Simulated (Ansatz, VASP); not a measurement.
## BAs in VASP and in Ansatz

```
As B
1.0
     0.00000    2.35622    2.35622
     2.35622    0.00000    2.35622
     2.35622    2.35622    0.00000
As B
1 1
Cartesian
  3.5343 3.5343 3.5343
  0.0000 0.0000 0.0000
```

Alike in both runs: task single point; functional r2SCAN0; k mesh 5 × 5 × 5; occupations fermi-dirac, width 0.05 eV; no spin polarisation.

```csv
,VASP,Ansatz
version,VASP 6.6.1,Ansatz 0.2.0
potentials or method,"VASP PAW PBE potentials, release 64 (As, B)",Ansatz PAW
plane-wave cutoff (eV),520,500
valence electrons in the cell,8,18
```

VASP gave:

| Item | Value |
| --- | --- |
| gap on the k mesh at the Fermi level (eV) | 2.63 |
| least direct gap on the mesh (eV) | 4.96 |
| pressure (GPa) | 4.6 |

Task: Which values does Ansatz return?

Result: gap on the k mesh at the Fermi level (eV): 2.58; least direct gap on the mesh (eV): 4.91; pressure (GPa): 5.0.

VASP's potentials were made for PBE, not for r2SCAN0. VASP's potentials hold 8 valence electrons a cell and Ansatz's 18, so a difference there can come from the potentials and not from the codes.

The k mesh is coarse, so the values compare programs but aren't converged. Noted on Ansatz's run: odd divisions of the mesh miss points on the zone boundary, where band edges often lie, so the gap on the mesh can be too wide.
